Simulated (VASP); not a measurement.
The system is Si2Sn.

```
Si Sn
1.0
     4.14759    0.00000    0.00000
    -2.07379    3.59192    0.00000
     0.00000    0.00000   10.19524
Si Sn
4 2
Direct
  0.00000 0.00000 0.98384
  0.66667 0.33333 0.68357
  0.33333 0.66667 0.33456
  0.66667 0.33333 0.91516
  0.33333 0.66667 0.59087
  0.00000 0.00000 0.24200
```

| Property | Result |
| --- | --- |
| Program | VASP 6.6.1 |
| Task | relaxation of cell and atoms |
| Functional | r2SCAN |
| Potentials or basis | VASP PAW PBE potentials, release 64 (Si, Sn_d) |
| Cutoff | 550 eV |
| k mesh | 6 × 6 × 2 |
| Occupations | fermi-dirac, width 0.02 eV |
| Spin | no spin polarisation |

At the start: pressure -1.7 GPa; volume 25.31 Å³/atom.

Task: How do energy, volume and symmetry change on relaxing?

Result: Over 9 steps the energy falls by 3.4 meV/atom and the volume is 24.71 Å³/atom (-2.4 %); space group P3m1 (No. 156, to 0.1 Å) before and after.

The path:
```
step  energy change (eV)  largest force (eV/Å)  pressure (GPa)  volume (Å³)
   1              0.0000                0.0692           -1.69       151.89
   2             -0.0125                0.1144            1.12       146.09
   3             -0.0201                0.0598            0.01       148.25
   4             -0.0201                0.0597           -0.03       148.32
   5             -0.0202                0.0160           -0.03       148.30
   6             -0.0203                0.0179           -0.03       148.29
   7             -0.0203                0.0131            0.02       148.20
   8             -0.0203                0.0134            0.01       148.22
   9             -0.0203                0.0026            0.01       148.24
```

Final structure:
```
Si Sn
1.0
     4.11771    0.00000    0.00000
    -2.05885    3.56604    0.00000
     0.00000    0.00000   10.09567
Si Sn
4 2
Direct
  0.00000 0.00000 0.98417
  0.66667 0.33333 0.68297
  0.33333 0.66667 0.33442
  0.66667 0.33333 0.91518
  0.33333 0.66667 0.59082
  0.00000 0.00000 0.24244
```

Caveat: the PAW data sets were made with another functional, which shifts forces and pressure a little.
